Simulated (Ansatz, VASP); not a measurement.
**One calculation of ZnS, two programs**

INCAR

```
SYSTEM = ZnS
PREC = Accurate
ENCUT = 520
EDIFF = 1E-6
ISMEAR = -1
SIGMA = 0.02
LREAL = .False.
LASPH = .True.
NELM = 60
ALGO = Normal
ISIF = 2
LWAVE = .False.
LCHARG = .False.
GGA = PE
NBANDS = 26
```

File KPOINTS:

```
Automatic mesh
0
Gamma
  12 12 6
  0 0 0
```

POSCAR

```
ZnS
1.0
    3.8109987816      0.0000000000      0.0000000000
   -1.9054993908      3.3004217586      0.0000000000
    0.0000000000      0.0000000000      6.2340000000
Zn S
2 2
Direct
    0.3333333333      0.6666666667     -0.0962463908
    0.6666666667      0.3333333333      0.5000000000
    0.3333333333      0.6666666667      0.3850000000
    0.6666666667      0.3333333333      0.8850000000
```

Input for Ansatz:

```yaml
crystal:
  lattice:
    - [3.8109987816, 0.0, 0.0]
    - [-1.9054993908, 3.3004217586, 0.0]
    - [0.0, 0.0, 6.234]
  atoms:
    - { symbol: Zn, position: [0.3333333333, 0.6666666667, -0.0962463908] }
    - { symbol: Zn, position: [0.6666666667, 0.3333333333, 0.5] }
    - { symbol: S, position: [0.3333333333, 0.6666666667, 0.385] }
    - { symbol: S, position: [0.6666666667, 0.3333333333, 0.885] }
basis:
  ecutwfc: 420
kpoints:
  mp_grid: { grid: [12, 12, 6] }
hamiltonian:
  xc: pbe
scf:
  occupations: { method: fermi_dirac, width: 0.02 }
output:
  forces: true
  stress: true
  eigenvalues: true
```

Alike in both runs: task single point; functional PBE; k mesh 12 × 12 × 6; occupations fermi-dirac, width 0.02 eV; no spin polarisation.

```csv
,VASP,Ansatz
version,VASP 6.6.1,Ansatz 0.2.0
potentials or method,"VASP PAW PBE potentials, release 64 (Zn, S), cutoff 520 eV","scalar-relativistic, plane waves, PAW"
valence electrons in the cell,36,36
```

Ansatz gave:

| Item | Value |
| --- | --- |
| gap on the k mesh at the Fermi level (eV) | 1.61 |
| least direct gap on the mesh (eV) | 1.61 |
| pressure (GPa) | 5.3 |
| traceless stress, the component that is largest in VASP (GPa) | -3.78 |
| rms of the force components (eV/Å) | 0.300 |

Q: What did VASP give for the same quantities?

A: gap on the k mesh at the Fermi level (eV): 1.61; least direct gap on the mesh (eV): 1.61; pressure (GPa): 5.5; traceless stress, the component that is largest in VASP (GPa): -3.89; rms of the force components (eV/Å): 0.300.

Atom by atom the forces differ by 0.006 eV/Å (rms over components).
